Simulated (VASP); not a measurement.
# Ca (P6/mmm) in VASP: further runs, part 2 of 2

VASP 6.6.1.

### Step 3. Single point, LDA

INCAR

```
SYSTEM = Ca
ALGO     = Normal         ! electronic algorithm
EDIFF    = 1E-7           ! SCF threshold, eV
ENCUT    = 520            ! plane-wave cutoff, eV
ISIF     = 2              ! what is computed and relaxed
ISMEAR   = -1             ! smearing method
LASPH    = .TRUE.         ! aspherical terms in the spheres
LCHARG   = .FALSE.        ! write CHGCAR
LREAL    = .FALSE.        ! projectors in reciprocal space
LWAVE    = .FALSE.        ! write WAVECAR
NBANDS   = 11             ! bands
NELM     = 80             ! most SCF steps
PREC     = Accurate       ! precision mode
SIGMA    = 0.08           ! smearing width, eV
```

KPOINTS

```
k-points
0
G
  12 12 12
  0 0 0
```

POSCAR

```
Ca
1.0
    3.5136156505      0.0000000000      0.0000000000
   -1.7568078252      3.0428804124      0.0000000000
    0.0000000000      0.0000000000      3.2321223029
Ca
1
Direct
    0.0000000000      0.0000000000      0.0000000000
```

Potentials or basis: VASP PAW LDA potentials, release 64 (Ca_sv).

Launch:

```sh
> cat potpaw_LDA.64/Ca_sv/POTCAR > POTCAR
> mpirun -np 1 vasp_std > vasp.out
```

OUTCAR:

```text
SYSTEM = Ca
   EDIFF = 1E-7
   ENCUT = 520
   ISIF = 2
   ISMEAR = -1
   LASPH = .TRUE.
   LREAL = .FALSE.
   NELM = 80
   PREC = Accurate

 ion  position               nearest neighbor table
   1  0.000  0.000  0.000-

  LATTYP: Found a hexagonal cell.
 ALAT       =     3.5136156505
 C/A-ratio  =     0.9198849915

  Lattice vectors:

 A1 = (   3.5136156505,   0.0000000000,   0.0000000000)
 A2 = (  -1.7568078252,   3.0428804124,   0.0000000000)
 A3 = (   0.0000000000,   0.0000000000,   3.2321223029)

Analysis of symmetry for initial positions (statically):
=====================================================================
 Subroutine PRICEL returns:
 Original cell was already a primitive cell.

 Routine SETGRP: Setting up the symmetry group for a
 hexagonal supercell.

 Subroutine GETGRP returns: Found 24 space group operations
 (whereof 24 operations were pure point group operations)
 out of a pool of 24 trial point group operations.

The static configuration has the point symmetry D_6h.

Analysis of symmetry for dynamics (positions and initial velocities):
=====================================================================
 Subroutine PRICEL returns:
 Original cell was already a primitive cell.

 Routine SETGRP: Setting up the symmetry group for a
 hexagonal supercell.

 Subroutine GETGRP returns: Found 24 space group operations
 (whereof 24 operations were pure point group operations)
 out of a pool of 24 trial point group operations.

The dynamic configuration has the point symmetry D_6h.

 Subroutine INISYM returns: Found 24 space group operations
 (whereof 24 operations are pure point group operations),
 and found     1 'primitive' translations

----------------------------------------------------------------------------------------

                                     Primitive cell

  volume of cell :      34.5563

  direct lattice vectors                    reciprocal lattice vectors
     3.513615650  0.000000000  0.000000000     0.284607111  0.164317992  0.000000000
    -1.756807825  3.042880412  0.000000000     0.000000000  0.328635984  0.000000000
     0.000000000  0.000000000  3.232122303     0.000000000  0.000000000  0.309394233

  length of vectors
     3.513615650  3.513615650  3.232122303     0.328635984  0.328635984  0.309394233

  position of ions in fractional coordinates (direct lattice)
     0.000000000  0.000000000  0.000000000

  ion indices of the primitive-cell ions
   primitive index   ion index
                 1           1

----------------------------------------------------------------------------------------

 KPOINTS: k-points

Automatic generation of k-mesh.
 Grid dimensions read from file:
 generate k-points for:   12   12   12

 Generating k-lattice:

  Cartesian coordinates                     Fractional coordinates (reciprocal lattice)
     0.023717259  0.013693166  0.000000000     0.083333333  0.000000000  0.000000000
     0.000000000  0.027386332  0.000000000     0.000000000  0.083333333  0.000000000
     0.000000000  0.000000000  0.025782853     0.000000000  0.000000000  0.083333333

  Length of vectors
     0.027386332  0.027386332  0.025782853

  Shift w.r.t. Gamma in fractional coordinates (k-lattice)
     0.000000000  0.000000000  0.000000000

 Subroutine IBZKPT returns following result:
 ===========================================

 Found    133 irreducible k-points:

 Following reciprocal coordinates:
            Coordinates               Weight
  0.000000  0.000000  0.000000      1.000000
  0.083333  0.000000  0.000000      6.000000
  0.166667  0.000000  0.000000      6.000000
  0.250000  0.000000  0.000000      6.000000
  0.333333 -0.000000  0.000000      6.000000
  0.416667 -0.000000  0.000000      6.000000
[... 16 lines left out ...]
  0.250000  0.000000  0.083333     12.000000
  0.333333 -0.000000  0.083333     12.000000
 [... further k-points ...]
   k-points           NKPTS =    133   k-points in BZ     NKDIM =    133   number of bands    NBANDS=     11
   number of dos      NEDOS =    301   number of ions     NIONS =      1
   total plane-waves  NPLWV =  18816
   dimension x,y,z NGX =    28 NGY =   28 NGZ =   24
   dimension x,y,z NGXF=    56 NGYF=   56 NGZF=   48
   ions per type =               1
   NGX,Y,Z   is equivalent  to a cutoff of  13.25, 13.25, 12.34 a.u.
   NGXF,Y,Z  is equivalent  to a cutoff of  26.50, 26.50, 24.69 a.u.
 SYSTEM =  Ca
   PREC   = accura    normal or accurate (medium, high low for compatibility)
   ISTART =      0    job   : 0-new  1-cont  2-samecut
   ICHARG =      2    charge: 1-file 2-atom 10-const
   ISPIN  =      1    spin polarized calculation?
   LNONCOLLINEAR =      F non collinear calculations
   LSORBIT =      F    spin-orbit coupling
   LASPH  =      T    aspherical Exc in radial PAW
   ENCUT  =  520.0 eV  38.22 Ry    6.18 a.u.   6.53  6.53  6.01*2*pi/ulx,y,z
   NELM   =     80;   NELMIN=  2; NELMDL= -5     # of ELM steps
   EDIFF  = 0.1E-06   stopping-criterion for ELM
   LREAL  =      F    real-space projection
   EDIFFG = 0.1E-05   stopping-criterion for IOM
   NSW    =      0    number of steps for IOM
   IBRION =     -1    ionic relax: 0-MD 1-quasi-New 2-CG
   NFREE  =      0    steps in history (QN), initial steepest desc. (CG)
   ISIF   =      2    stress and relaxation
   ISYM   =      2    0-nonsym 1-usesym 2-fastsym
   POTIM  = 0.5000    time-step for ionic-motion
   TEBEG  =    0.0;   TEEND  =   0.0 temperature during run
   PSTRESS=    0.0 pullay stress
   NELECT =      10.0000    total number of electrons
   NUPDOWN=      -1.0000    fix difference up-down
   EMIN   =  10.00;   EMAX   =-10.00  energy-range for DOS
   EFERMI =   0.00;   METHOD = LEGACY
   ISMEAR =    -1;   SIGMA  =   0.08  broadening in eV -4-tet -1-fermi 0-gaus
   EFERMI_NEDOS =   21; number of points for ismear=-14 and -15
   IALGO  =     38    algorithm
   IMIX   =      4    mixing-type and parameters
     AMIX     =   0.40;   BMIX     =  1.00
     AMIX_MAG =   1.60;   BMIX_MAG =  1.00
  volume/ion in A,a.u.               =      34.56       233.20
  Fermi-wavevector in a.u.,A,eV,Ry     =   1.082844  2.046278 15.953524  1.172551
  Thomas-Fermi vector in A             =   2.218895
   LORBIT       =      0    0 simple, 1 ext, 2 COOP (PROOUT), +10 PAW based schemes
   GGA     = CA    functional components
   LHFCALC =     F    Hartree Fock is set to
   AEXX    =    0.0000 exact exchange contribution
   IVDW    =     0    specifies the selected vdW correction
   LEPSILON=     F    determine dielectric tensor
   LRPA    =     F    only Hartree local field effects (RPA)
 non-spin polarized calculation
  energy-cutoff  :      520.00
  volume of cell :       34.56
 maximum number of plane-waves:       960
 NGX is ok and might be reduce to    28
   NGX = 13   NGY = 13   NGZ = 13

 number of electron      10.0000001 magnetization

 Free energy of the ion-electron system (eV)
  ---------------------------------------------------
  ext. energy  EPLUGINS =         0.00000000
  ---------------------------------------------------
  free energy    TOTEN  =        -1.98195111 eV

  energy without entropy =       -1.96095136  energy(sigma->0) =       -1.97145123

 E-fermi :   2.5267     XC(G=0):  -8.6255

 val. band max:        2.4950138740   @ k =   0.5000   0.0000   0.1667
 cond. band min:       2.5347943829   @ k =   0.3333   0.2500   0.3333
 fundamental gap:      0.0397805088
 Fermi energy:         2.5266957369

 k-point     1 :       0.0000    0.0000    0.0000
  band No.  band energies     occupation
      1     -38.6858      2.00000
      2     -19.8316      2.00000
      3     -19.8316      2.00000
      4     -19.7587      2.00000
      5      -1.6736      2.00000
      6       3.3317      0.00009
      7       4.9733      0.00000
      8       4.9733      0.00000
      9       7.4372      0.00000
     10       7.4372      0.00000
     11      12.7062      0.00000
[... 309 lines left out ...]
 k-point    24 :       0.3333   -0.0000    0.0833
  band No.  band energies     occupation
      1     -38.6523      2.00000
      2     -20.0777      2.00000
      3     -19.8858      2.00000
      4     -19.7642      2.00000
      5       0.3542      2.00000
      6       3.3128      0.00011
      7       3.8600      0.00000
      8       6.1563      0.00000
      9       6.5389      0.00000
     10       7.0800      0.00000
     11       9.9736      0.00000

 [... further k-points ...]

------------------------ aborting loop because EDIFF is reached ----------------------------------------

  FORCE on cell =-STRESS in cart. coord.  units (eV):
  Direction    XX          YY          ZZ          XY          YZ          ZX
  --------------------------------------------------------------------------------------
  -------------------------------------------------------------------------------------
  Total        0.3460491      0.3460491      0.3454833      0.0000000     -0.0000000     -0.0000000
  in kB       16.0443239     16.0443239     16.0180888      0.0000000     -0.0000000     -0.0000000
  external PRESSURE =      16.0355789 kB  Pullay stress =       0.0000000 kB

 VOLUME and BASIS-vectors are now :
 -----------------------------------------------------------------------------
  energy-cutoff  :      520.00
  volume of cell :       34.56
      direct lattice vectors                 reciprocal lattice vectors
     3.513615650  0.000000000  0.000000000     0.284607111  0.164317992  0.000000000
    -1.756807825  3.042880412  0.000000000     0.000000000  0.328635984  0.000000000
     0.000000000  0.000000000  3.232122303     0.000000000  0.000000000  0.309394233

 POSITION                                       TOTAL-FORCE (eV/Angst)
 -----------------------------------------------------------------------------------
      0.00000      0.00000      0.00000         0.000000      0.000000      0.000000
 -----------------------------------------------------------------------------------
    total drift:                               -0.000000     -0.000000      0.000000

  FREE ENERGIE OF THE ION-ELECTRON SYSTEM (eV)
  ---------------------------------------------------
  free  energy   TOTEN  =        -1.9819511112 eV

  energy  without entropy=       -1.9609513582  energy(sigma->0) =       -1.97145123
```

Run time: 13 s. Hardware: 1 thread of Intel Xeon 6975P-C (Granite Rapids), shared host; peak memory 0.17 GiB.

Results:

- Free energy: -1.9820 eV
- Pressure: 1.6 GPa
- Band gap on the k mesh: zero (bands 5 and 6 overlap by 0.81 eV)
